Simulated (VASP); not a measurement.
Runs of VASP 6.6.1 on Sn2TeS. The structure is that of space group I4mm (No. 107), or close to it. The cells are those of the table. 

| task | cell | k mesh | cutoff (eV) | gap on the mesh (eV) | pressure (GPa) | largest force (eV/Å) |
| --- | --- | --- | --- | --- | --- | --- |
| single point | a = 5.349 Å, angles 113.9, 113.9, 100.9°, 4 atoms | 4 × 4 × 4 | 520 | none | (a) | 1.01 |
| single point | a = 5.927 Å, angles 127.7, 127.7, 77.1°, 4 atoms | 4 × 4 × 4 | 520 | (b) | 0.0 | 0.03 |
| relaxation of cell and atoms | relaxed from a = 5.349 Å, angles 113.9, 113.9, 100.9°, 4 atoms | 4 × 4 × 4 | 600 | 0.20 | 0.0 | 0.03 |
| single point | a = 5.830 Å, angles 126.7, 126.7, 78.7°, 4 atoms | 6 × 6 × 6 | 520 | none | 0.0 | 0.01 |

Alike in all rows: level PBE; potentials or basis VASP PAW PBE potentials, release 64 (Sn_d, Te, S); no spin polarisation; smearing gaussian 0.1 eV.

Task: Fill in the values left out.

Result: (a) -1.6; (b) 0.18.

Caveats: some runs use coarse meshes; spin-orbit coupling is left out, which moves the levels of the heavy elements; forces of over 1 eV/Å act on the atoms, so gaps and moduli don't describe the material at rest (some runs).

A k mesh can miss the band edges, and the runs leave out spin-orbit coupling on Sn, Te.

A gap of «none» marks levels without a gap at the run's occupations.
